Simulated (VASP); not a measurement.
# MgO (Cm) in VASP: further runs, part 2 of 2

VASP 6.6.1. Earlier steps stand in the parts before.

## Step 3: Single point, PBE (atoms displaced along several vibrational modes)

Contents of INCAR:

```
ALGO = Normal
EDIFF = 1E-6
ENCUT = 520
GGA = PE
ISIF = 2
ISMEAR = 0
LASPH = True
LCHARG = True
LELF = True
LREAL = False
LVHAR = True
LWAVE = False
NBANDS = 26
NELM = 60
PREC = Accurate
SIGMA = 0.05
```

Contents of KPOINTS:

```
k-points
0
Gamma
  8 8 8
```

Contents of POSCAR:

```
MgO
1.0
    3.5213164963      0.0000000000      0.0000000000
    1.7606582482     -3.0495495405     -4.2393824239
    1.7606582481      3.0495495406     -4.2393824239
Mg O
4 4
Direct
    0.8692299996      0.4641033343      0.7974366666
    0.3863598114      0.9469735214      0.2803068559
    0.1277949052      0.5544806242      0.1899295655
    0.6277949058      0.0232628983      0.7211472902
    0.6207540986      0.7047150502      0.0537767527
    0.1207540985      0.2204434193      0.5380483836
    0.3716811222      0.2949855442      0.9616522113
    0.8698270749      0.7968395921      0.4635062582
```

Potentials or basis: VASP PAW PBE potentials, release 64 (Mg, O).

Started as:

```
cat potpaw_PBE.64/Mg/POTCAR potpaw_PBE.64/O/POTCAR > POTCAR
mpirun -np 1 vasp_std > vasp.out
```

OUTCAR:

```text
EDIFF = 1E-6
   ENCUT = 520
   GGA = PE
   ISIF = 2
   ISMEAR = 0
   LASPH = True
   LREAL = False
   NELM = 60
   PREC = Accurate

 ion  position               nearest neighbor table
   1  0.869  0.464  0.797-   8 2.03   7 2.03   7 2.03   5 2.11   6 2.13   4 2.82   3 2.85   3 2.85
                             4 3.02   4 3.02   3 3.06   2 3.52   2 3.52   2 3.52   2 3.52
   2  0.386  0.947  0.280-   5 1.99   7 2.04   8 2.04   8 2.04   6 2.25   4 2.82   3 2.85   3 2.85
                             4 3.02   4 3.02   3 3.06   1 3.52   1 3.52   1 3.52   1 3.52
   3  0.128  0.554  0.190-   5 1.97   5 1.97   7 2.07   6 2.08   8 2.19   2 2.85   2 2.85   1 2.85
                             1 2.85   1 3.06   2 3.06   4 3.36   4 3.36
   4  0.628  0.023  0.721-   5 1.99   8 2.05   6 2.11   6 2.11   7 2.17   1 2.82   2 2.82   2 3.02
                             2 3.02   1 3.02   1 3.02   3 3.36   3 3.36
   5  0.621  0.705  0.054-   3 1.97   3 1.97   4 1.99   2 1.99   1 2.11
   6  0.121  0.220  0.538-   3 2.08   4 2.11   4 2.11   1 2.13   2 2.25
   7  0.372  0.295  0.962-   1 2.03   1 2.03   2 2.04   3 2.07   4 2.17
   8  0.870  0.797  0.464-   1 2.03   2 2.04   2 2.04   4 2.05   3 2.19

  LATTYP: Found a body centered orthorhombic cell.
 ALAT       =     3.5213164963
 B/A-ratio  =     1.7320508076
 C/A-ratio  =     2.4078394705

  Lattice vectors:

 A1 = (  -1.7606582482,   3.0495495405,   4.2393824239)
 A2 = (   1.7606582482,  -3.0495495406,   4.2393824239)
 A3 = (   1.7606582481,   3.0495495406,  -4.2393824239)

Analysis of symmetry for initial positions (statically):
=====================================================================
 Subroutine PRICEL returns:
 Original cell was already a primitive cell.

 Routine SETGRP: Setting up the symmetry group for a
 body centered orthorhombic supercell.

 Subroutine GETGRP returns: Found  2 space group operations
 (whereof  2 operations were pure point group operations)
 out of a pool of  8 trial point group operations.

The static configuration has the point symmetry C_1h.

Analysis of symmetry for dynamics (positions and initial velocities):
=====================================================================
 Subroutine PRICEL returns:
 Original cell was already a primitive cell.

 Routine SETGRP: Setting up the symmetry group for a
 body centered orthorhombic supercell.

 Subroutine GETGRP returns: Found  2 space group operations
 (whereof  2 operations were pure point group operations)
 out of a pool of  8 trial point group operations.

The dynamic configuration has the point symmetry C_1h.

 Subroutine INISYM returns: Found  2 space group operations
 (whereof  2 operations are pure point group operations),
 and found     1 'primitive' translations

----------------------------------------------------------------------------------------

                                     Primitive cell

  volume of cell :      91.0486

  direct lattice vectors                    reciprocal lattice vectors
     3.521316496  0.000000000  0.000000000     0.283984697  0.000000000  0.117941707
     1.760658248 -3.049549541 -4.239382424     0.000000000 -0.163958642 -0.117941707
     1.760658248  3.049549541 -4.239382424     0.000000000  0.163958642 -0.117941707

  length of vectors
[... 49 lines left out ...]
 Following reciprocal coordinates:
            Coordinates               Weight
  0.000000  0.000000  0.000000      1.000000
  0.125000  0.000000  0.000000      4.000000
  0.250000  0.000000  0.000000      4.000000
  0.375000 -0.000000 -0.000000      4.000000
  0.500000  0.000000  0.000000      2.000000
  0.000000  0.125000  0.000000      2.000000
[... 16 lines left out ...]
  0.125000  0.250000 -0.000000      4.000000
 -0.125000 -0.000000 -0.250000      4.000000
 [... further k-points ...]
   k-points           NKPTS =    150   k-points in BZ     NKDIM =    150   number of bands    NBANDS=     26
   number of dos      NEDOS =    301   number of ions     NIONS =      8
   total plane-waves  NPLWV =  49392
   dimension x,y,z NGX =    28 NGY =   42 NGZ =   42
   dimension x,y,z NGXF=    56 NGYF=   84 NGZF=   84
   ions per type =               4   4
   NGX,Y,Z   is equivalent  to a cutoff of  13.22, 12.67, 12.67 a.u.
   NGXF,Y,Z  is equivalent  to a cutoff of  26.44, 25.34, 25.34 a.u.
 SYSTEM =  unknown system
   PREC   = accura    normal or accurate (medium, high low for compatibility)
   ISTART =      0    job   : 0-new  1-cont  2-samecut
   ICHARG =      2    charge: 1-file 2-atom 10-const
   ISPIN  =      1    spin polarized calculation?
   LNONCOLLINEAR =      F non collinear calculations
   LSORBIT =      F    spin-orbit coupling
   LASPH  =      T    aspherical Exc in radial PAW
   ENCUT  =  520.0 eV  38.22 Ry    6.18 a.u.   6.55 10.25 10.25*2*pi/ulx,y,z
   NELM   =     60;   NELMIN=  2; NELMDL= -5     # of ELM steps
   EDIFF  = 0.1E-05   stopping-criterion for ELM
   LREAL  =      F    real-space projection
   EDIFFG = 0.1E-04   stopping-criterion for IOM
   NSW    =      0    number of steps for IOM
   IBRION =     -1    ionic relax: 0-MD 1-quasi-New 2-CG
   NFREE  =      0    steps in history (QN), initial steepest desc. (CG)
   ISIF   =      2    stress and relaxation
   ISYM   =      2    0-nonsym 1-usesym 2-fastsym
   POTIM  = 0.5000    time-step for ionic-motion
   TEBEG  =    0.0;   TEEND  =   0.0 temperature during run
   PSTRESS=    0.0 pullay stress
   NELECT =      32.0000    total number of electrons
   NUPDOWN=      -1.0000    fix difference up-down
   EMIN   =  10.00;   EMAX   =-10.00  energy-range for DOS
   EFERMI =   0.00;   METHOD = LEGACY
   ISMEAR =     0;   SIGMA  =   0.05  broadening in eV -4-tet -1-fermi 0-gaus
   EFERMI_NEDOS =   21; number of points for ismear=-14 and -15
   IALGO  =     38    algorithm
   IMIX   =      4    mixing-type and parameters
     AMIX     =   0.40;   BMIX     =  1.00
     AMIX_MAG =   1.60;   BMIX_MAG =  1.00
  volume/ion in A,a.u.               =      11.38        76.80
  Fermi-wavevector in a.u.,A,eV,Ry     =   1.155315  2.183229 18.160411  1.334753
  Thomas-Fermi vector in A             =   2.291944
   LORBIT       =      0    0 simple, 1 ext, 2 COOP (PROOUT), +10 PAW based schemes
   GGA     = PE    functional components
   LHFCALC =     F    Hartree Fock is set to
   AEXX    =    0.0000 exact exchange contribution
   IVDW    =     0    specifies the selected vdW correction
   LEPSILON=     F    determine dielectric tensor
   LRPA    =     F    only Hartree local field effects (RPA)
 non-spin polarized calculation
 Gauss-broadening in eV      SIGMA  =   0.05
  energy-cutoff  :      520.00
  volume of cell :       91.05
 maximum number of plane-waves:      2484
 NGX is ok and might be reduce to    28
   NGX = 13   NGY = 21   NGZ = 21

 number of electron      32.0000002 magnetization

 Free energy of the ion-electron system (eV)
  ---------------------------------------------------
  ext. energy  EPLUGINS =         0.00000000
  ---------------------------------------------------
  free energy    TOTEN  =       -46.97841878 eV

  energy without entropy =      -46.97841878  energy(sigma->0) =      -46.97841878

 E-fermi :   2.3001     XC(G=0):  -9.9252

 val. band max:        2.0858110245   @ k =   0.0000   0.0000   0.0000
 cond. band min:       4.9427918249   @ k =   0.0000   0.0000   0.0000
 fundamental gap:      2.8569808004
 Fermi energy:         2.3000819389

 k-point     1 :       0.0000    0.0000    0.0000
  band No.  band energies     occupation
      1     -15.3552      2.00000
      2     -14.2653      2.00000
      3     -14.0841      2.00000
      4     -13.2182      2.00000
      5      -2.3440      2.00000
      6      -2.0854      2.00000
[... 685 lines left out ...]
     25      14.3885      0.00000
     26      14.6224      0.00000

 [... further k-points ...]
[... 5 lines left out ...]
  --------------------------------------------------------------------------------------
  -------------------------------------------------------------------------------------
  Total        0.3692814     -0.4724993      0.6731927      0.0000000      0.0153928     -0.0000000
  in kB        6.4982232     -8.3145438     11.8461346      0.0000000      0.2708666     -0.0000000
  external PRESSURE =       3.3432713 kB  Pullay stress =       0.0000000 kB

 VOLUME and BASIS-vectors are now :
 -----------------------------------------------------------------------------
  energy-cutoff  :      520.00
  volume of cell :       91.05
      direct lattice vectors                 reciprocal lattice vectors
     3.521316496  0.000000000  0.000000000     0.283984697  0.000000000  0.117941707
     1.760658248 -3.049549541 -4.239382424     0.000000000 -0.163958642 -0.117941707
     1.760658248  3.049549541 -4.239382424     0.000000000  0.163958642 -0.117941707

 POSITION                                       TOTAL-FORCE (eV/Angst)
 -----------------------------------------------------------------------------------
      5.28197      1.01652     -5.34815        -0.000000      0.043840      1.297719
      3.52132     -2.03303     -5.20291        -0.000000      0.061053     -1.887250
      1.76066     -1.11172     -3.15584        -0.000000      1.971924     -0.219198
      3.52132      2.12823     -3.15584         0.000000     -2.068500     -0.285068
      3.52132     -1.98507     -3.21554         0.000000     -0.661178      0.451204
      1.76066      0.96855     -3.21554        -0.000000      0.663972      0.127027
      3.52132      2.03303     -5.32737         0.000000     -0.000906      0.140458
      5.28197     -1.01652     -5.34309         0.000000     -0.010206      0.375107
 -----------------------------------------------------------------------------------
    total drift:                                0.000067     -0.000333      0.001105

  FREE ENERGIE OF THE ION-ELECTRON SYSTEM (eV)
  ---------------------------------------------------
  free  energy   TOTEN  =       -46.9784187847 eV

  energy  without entropy=      -46.9784187847  energy(sigma->0) =      -46.97841878
```

Run time: 8 min. Hardware: 1 thread of Oxide Virtual Turin-like, shared host; peak memory 0.38 GiB.

What came out:

| Quantity | Value |
| --- | --- |
| Free energy | -46.9784 eV |
| Pressure | 0.3 GPa |
| Largest force | 2.088 eV/Å |
| Band gap on the k mesh | 2.86 eV |

Forces on the atoms (eV/Å):
```
Mg   0.000  0.044  1.298
Mg   0.000  0.061 -1.887
Mg   0.000  1.972 -0.219
Mg   0.000 -2.068 -0.285
O    0.000 -0.661  0.451
O    0.000  0.664  0.127
O    0.000 -0.001  0.140
O    0.000 -0.010  0.375
```

Caveat: the cell differs from its parent crystal (atoms displaced along several vibrational modes); forces of over 1 eV/Å act on the atoms, so gaps and moduli don't describe the material at rest. A k mesh can miss the band edges.
